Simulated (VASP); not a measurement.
# CuF (Pm-3m) in VASP: further runs, part 2 of 3

VASP 6.6.1. The steps go on from the part before.

### 4 Single point, PBE (volume changed by -3%)

Input file INCAR:

```
SYSTEM = CuF
  PREC = Accurate
  ENCUT = 520
  EDIFF = 1E-6
  ISMEAR = -1
  SIGMA = 0.02
  LREAL = .False.
  LASPH = .True.
  NELM = 80
  ALGO = Normal
  ISIF = 2
  LWAVE = .False.
  LCHARG = .False.
  GGA = PE
  NBANDS = 16
```

Input file KPOINTS:

```
Automatic mesh
0
Gamma
  8 8 8
  0 0 0
```

Input file POSCAR:

```
CuF
1.0
    2.7654601597      0.0000000000      0.0000000000
    0.0000000000      2.7654601597      0.0000000000
    0.0000000000      0.0000000000      2.7654601597
Cu F
1 1
Direct
    0.0000000000      0.0000000000      0.0000000000
    0.5000000000      0.5000000000      0.5000000000
```

Potentials or basis: VASP PAW PBE potentials, release 64 (Cu, F).

Run with:

```console
> cat potpaw_PBE.64/Cu/POTCAR potpaw_PBE.64/F/POTCAR > POTCAR
> mpirun -np 1 vasp_std > vasp.out
```

OUTCAR:

```text
SYSTEM = CuF
   PREC = Accurate
   ENCUT = 520
   EDIFF = 1E-6
   ISMEAR = -1
   LREAL = .False.
   LASPH = .True.
   NELM = 80
   ISIF = 2
   GGA = PE

 ion  position               nearest neighbor table
   1  0.000  0.000  0.000-
   2  0.500  0.500  0.500-

  LATTYP: Found a simple cubic cell.
 ALAT       =     2.7654601597

  Lattice vectors:

 A1 = (   2.7654601597,   0.0000000000,   0.0000000000)
 A2 = (   0.0000000000,   2.7654601597,   0.0000000000)
 A3 = (   0.0000000000,   0.0000000000,   2.7654601597)

Analysis of symmetry for initial positions (statically):
=====================================================================
 Subroutine PRICEL returns:
 Original cell was already a primitive cell.

 Routine SETGRP: Setting up the symmetry group for a
 simple cubic supercell.

 Subroutine GETGRP returns: Found 48 space group operations
 (whereof 48 operations were pure point group operations)
 out of a pool of 48 trial point group operations.

The static configuration has the point symmetry O_h .

Analysis of symmetry for dynamics (positions and initial velocities):
=====================================================================
 Subroutine PRICEL returns:
 Original cell was already a primitive cell.

 Routine SETGRP: Setting up the symmetry group for a
 simple cubic supercell.

 Subroutine GETGRP returns: Found 48 space group operations
 (whereof 48 operations were pure point group operations)
 out of a pool of 48 trial point group operations.

The dynamic configuration has the point symmetry O_h .

 Subroutine INISYM returns: Found 48 space group operations
 (whereof 48 operations are pure point group operations),
 and found     1 'primitive' translations

----------------------------------------------------------------------------------------

                                     Primitive cell

  volume of cell :      21.1496

  direct lattice vectors                    reciprocal lattice vectors
     2.765460160  0.000000000  0.000000000     0.361603474  0.000000000  0.000000000
     0.000000000  2.765460160  0.000000000     0.000000000  0.361603474  0.000000000
     0.000000000  0.000000000  2.765460160     0.000000000  0.000000000  0.361603474

  length of vectors
     2.765460160  2.765460160  2.765460160     0.361603474  0.361603474  0.361603474

  position of ions in fractional coordinates (direct lattice)
     0.000000000  0.000000000  0.000000000
     0.500000000  0.500000000  0.500000000

  ion indices of the primitive-cell ions
   primitive index   ion index
                 1           1
                 2           2

----------------------------------------------------------------------------------------

 KPOINTS: Automatic mesh

Automatic generation of k-mesh.
 Grid dimensions read from file:
 generate k-points for:    8    8    8

 Generating k-lattice:

  Cartesian coordinates                     Fractional coordinates (reciprocal lattice)
     0.045200434  0.000000000  0.000000000     0.125000000  0.000000000  0.000000000
     0.000000000  0.045200434  0.000000000     0.000000000  0.125000000  0.000000000
     0.000000000  0.000000000  0.045200434     0.000000000  0.000000000  0.125000000

  Length of vectors
     0.045200434  0.045200434  0.045200434

  Shift w.r.t. Gamma in fractional coordinates (k-lattice)
     0.000000000  0.000000000  0.000000000

 Subroutine IBZKPT returns following result:
 ===========================================

 Found     35 irreducible k-points:

 Following reciprocal coordinates:
            Coordinates               Weight
  0.000000  0.000000  0.000000      1.000000
  0.125000  0.000000  0.000000      6.000000
  0.250000  0.000000  0.000000      6.000000
  0.375000  0.000000  0.000000      6.000000
  0.500000  0.000000  0.000000      3.000000
  0.125000  0.125000  0.000000     12.000000
[... 16 lines left out ...]
  0.375000  0.375000  0.125000     24.000000
  0.500000  0.375000  0.125000     24.000000
 [... further k-points ...]
   k-points           NKPTS =     35   k-points in BZ     NKDIM =     35   number of bands    NBANDS=     16
   number of dos      NEDOS =    301   number of ions     NIONS =      2
   total plane-waves  NPLWV =  13824
   dimension x,y,z NGX =    24 NGY =   24 NGZ =   24
   dimension x,y,z NGXF=    48 NGYF=   48 NGZF=   48
   ions per type =               1   1
   NGX,Y,Z   is equivalent  to a cutoff of  14.43, 14.43, 14.43 a.u.
   NGXF,Y,Z  is equivalent  to a cutoff of  28.86, 28.86, 28.86 a.u.
 SYSTEM =  CuF
   PREC   = accura    normal or accurate (medium, high low for compatibility)
   ISTART =      0    job   : 0-new  1-cont  2-samecut
   ICHARG =      2    charge: 1-file 2-atom 10-const
   ISPIN  =      1    spin polarized calculation?
   LNONCOLLINEAR =      F non collinear calculations
   LSORBIT =      F    spin-orbit coupling
   LASPH  =      T    aspherical Exc in radial PAW
   ENCUT  =  520.0 eV  38.22 Ry    6.18 a.u.   5.14  5.14  5.14*2*pi/ulx,y,z
   NELM   =     80;   NELMIN=  2; NELMDL= -5     # of ELM steps
   EDIFF  = 0.1E-05   stopping-criterion for ELM
   LREAL  =      F    real-space projection
   EDIFFG = 0.1E-04   stopping-criterion for IOM
   NSW    =      0    number of steps for IOM
   IBRION =     -1    ionic relax: 0-MD 1-quasi-New 2-CG
   NFREE  =      0    steps in history (QN), initial steepest desc. (CG)
   ISIF   =      2    stress and relaxation
   ISYM   =      2    0-nonsym 1-usesym 2-fastsym
   POTIM  = 0.5000    time-step for ionic-motion
   TEBEG  =    0.0;   TEEND  =   0.0 temperature during run
   PSTRESS=    0.0 pullay stress
   NELECT =      18.0000    total number of electrons
   NUPDOWN=      -1.0000    fix difference up-down
   EMIN   =  10.00;   EMAX   =-10.00  energy-range for DOS
   EFERMI =   0.00;   METHOD = LEGACY
   ISMEAR =    -1;   SIGMA  =   0.02  broadening in eV -4-tet -1-fermi 0-gaus
   EFERMI_NEDOS =   21; number of points for ismear=-14 and -15
   IALGO  =     38    algorithm
   IMIX   =      4    mixing-type and parameters
     AMIX     =   0.40;   BMIX     =  1.00
     AMIX_MAG =   1.60;   BMIX_MAG =  1.00
  volume/ion in A,a.u.               =      10.57        71.36
  Fermi-wavevector in a.u.,A,eV,Ry     =   1.551428  2.931774 32.748250  2.406928
  Thomas-Fermi vector in A             =   2.655949
   LORBIT       =      0    0 simple, 1 ext, 2 COOP (PROOUT), +10 PAW based schemes
   GGA     = PE    functional components
   LHFCALC =     F    Hartree Fock is set to
   AEXX    =    0.0000 exact exchange contribution
   IVDW    =     0    specifies the selected vdW correction
   LEPSILON=     F    determine dielectric tensor
   LRPA    =     F    only Hartree local field effects (RPA)
 non-spin polarized calculation
  energy-cutoff  :      520.00
  volume of cell :       21.15
 maximum number of plane-waves:       587
 NGX is ok and might be reduce to    24
   NGX = 11   NGY = 11   NGZ = 11

 number of electron      18.0000017 magnetization

 Free energy of the ion-electron system (eV)
  ---------------------------------------------------
  ext. energy  EPLUGINS =         0.00000000
  ---------------------------------------------------
  free energy    TOTEN  =        -6.98422158 eV

  energy without entropy =       -6.98160408  energy(sigma->0) =       -6.98291283

 E-fermi :   4.6752     XC(G=0): -11.6982

 val. band max:        4.6745527025   @ k =   0.1250   0.1250   0.0000
 cond. band min:       4.6815906055   @ k =   0.5000   0.5000   0.3750
 fundamental gap:      0.0070379030
 Fermi energy:         4.6752034458

 k-point     1 :       0.0000    0.0000    0.0000
  band No.  band energies     occupation
      1     -19.2493      2.00000
      2       0.3497      2.00000
      3       0.3497      2.00000
      4       0.3497      2.00000
      5       2.7866      2.00000
      6       2.8556      2.00000
[... 8 lines left out ...]
     15      21.4500      0.00000
     16      35.5528      0.00000

 k-point     2 :       0.1250    0.0000    0.0000
  band No.  band energies     occupation
      1     -19.1944      2.00000
      2      -0.4612      2.00000
      3       0.3372      2.00000
      4       0.3372      2.00000
      5       2.8876      2.00000
      6       3.0581      2.00000
[... 8 lines left out ...]
     15      23.6232      0.00000
     16      32.2593      0.00000
[... 387 lines left out ...]
      5       3.3631      2.00000
      6       3.7528      2.00000
[... 8 lines left out ...]
     15      26.2645      0.00000
     16      28.5448      0.00000

 k-point    24 :       0.5000    0.3750    0.1250
  band No.  band energies     occupation
      1     -18.5887      2.00000
      2      -1.7781      2.00000
      3      -1.3219      2.00000
      4       0.2955      2.00000
      5       3.3200      2.00000
      6       3.7244      2.00000
[... 8 lines left out ...]
     15      25.9155      0.00000
     16      27.8731      0.00000

 [... further k-points ...]
[... 5 lines left out ...]
  --------------------------------------------------------------------------------------
  -------------------------------------------------------------------------------------
  Total        0.3901435      0.3901435      0.3901435     -0.0000000      0.0000000      0.0000000
  in kB       29.5551213     29.5551213     29.5551213     -0.0000000      0.0000000      0.0000000
  external PRESSURE =      29.5551213 kB  Pullay stress =       0.0000000 kB

 VOLUME and BASIS-vectors are now :
 -----------------------------------------------------------------------------
  energy-cutoff  :      520.00
  volume of cell :       21.15
      direct lattice vectors                 reciprocal lattice vectors
     2.765460160  0.000000000  0.000000000     0.361603474  0.000000000  0.000000000
     0.000000000  2.765460160  0.000000000     0.000000000  0.361603474  0.000000000
     0.000000000  0.000000000  2.765460160     0.000000000  0.000000000  0.361603474

 POSITION                                       TOTAL-FORCE (eV/Angst)
 -----------------------------------------------------------------------------------
      0.00000      0.00000      0.00000         0.000000      0.000000      0.000000
      1.38273      1.38273      1.38273         0.000000      0.000000      0.000000
 -----------------------------------------------------------------------------------
    total drift:                                0.000000      0.000000     -0.000000

  FREE ENERGIE OF THE ION-ELECTRON SYSTEM (eV)
  ---------------------------------------------------
  free  energy   TOTEN  =        -6.9842215759 eV

  energy  without entropy=       -6.9816040802  energy(sigma->0) =       -6.98291283
```

stdout:

```text
POSCAR found type information on POSCAR CuF
 POSCAR found :  2 types and       2 ions
 scaLAPACK will be used
 LDA part: xc-table for (Slater+PW92), standard interpolation
 POSCAR, INCAR and KPOINTS ok, starting setup
 FFT: planning ... GRIDC
 FFT: planning ... GRID_SOFT
 FFT: planning ... GRID
 WAVECAR not read
 entering main loop
```

It took 14 s on 1 thread of Intel Xeon 8259CL, shared host; peak memory 0.14 GiB.

What came out:

- Free energy: -6.9842 eV
- Pressure: 3.0 GPa
- Band gap on the k mesh: zero (band 9 reaches 4.69 eV, above the bottom of band 10 at 4.34 eV)

Caveat: semilocal functionals often make such compounds metallic where correlation or magnetic order opens a gap, which also shifts bond lengths.

(Continued in part 3 of 3.)
